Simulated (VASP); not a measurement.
Wanted: the native input for a VASP 6.6.1 run.

```yaml
Task: relaxation of cell and atoms
Functional: PBE
Potentials_or_basis: VASP PAW PBE potentials, release 64 (Sc_sv, Si)
Cutoff: 500 eV
k_mesh: 6 × 6 × 6
Occupations: gaussian, width 0.05 eV
Spin: no spin polarisation
Dipole_correction: no
Further_INCAR_settings: ALGO = Normal; EDIFF = 1e-07; IBRION = 2; EDIFFG = -0.02; NSW = 80; ISIF = 3
```

The structure of ScSi2 lies in POSCAR:

```
ScSi2
1.0
    4.0233356302      0.0000000000      0.0000000000
   -2.0116678151      3.4843108637      0.0000000000
    0.0000000000      0.0000000000      3.6338260791
Sc Si
1 2
Direct
    0.0000000000      0.0000000000      0.0000000000
    0.3333333333      0.6666666667      0.4995833784
    0.6666666667      0.3333333333      0.5004166216
```

These files were run (other wordings do the same):

INCAR

```
ALGO = Normal
EDIFF = 1E-7
EDIFFG = -0.02
ENCUT = 500
GGA = PE
GGA_COMPAT = F
IBRION = 2
ISIF = 3
ISMEAR = 0
LASPH = T
LCHARG = F
LREAL = F
LWAVE = F
NELM = 120
NELMIN = 4
NSW = 80
PREC = Accurate
SIGMA = 0.05
```

KPOINTS

```
k-points
0
Gamma
  6 6 6
```

Potentials or basis: VASP PAW PBE potentials, release 64 (Sc_sv, Si).

Run with:

```console
$ cat potpaw_PBE.64/Sc_sv/POTCAR potpaw_PBE.64/Si/POTCAR > POTCAR
$ mpirun -np 1 vasp_std > vasp.out
```

Results of the run:

```json
{"Relaxed volume": "16.89 Å³/atom", "Relaxed cell": "a = 4.031 Å, b = 4.031 Å, c = 3.600 Å, α = 90.00°, β = 90.00°, γ = 120.00°", "Space group after relaxing (to 0.1 Å)": "P6/mmm (No. 191)", "Energy gained by relaxing": "0.4 meV/atom", "Ionic steps": "4", "Pressure after relaxing": "0.2 GPa", "Band gap on the k mesh": "zero (an odd number of electrons rules out a gap without spin polarisation)"}
```

It took 28 s on 1 thread of Intel(R) Xeon(R) 6975P-C (Granite Rapids), on a shared host, peak memory 0.17 GiB.
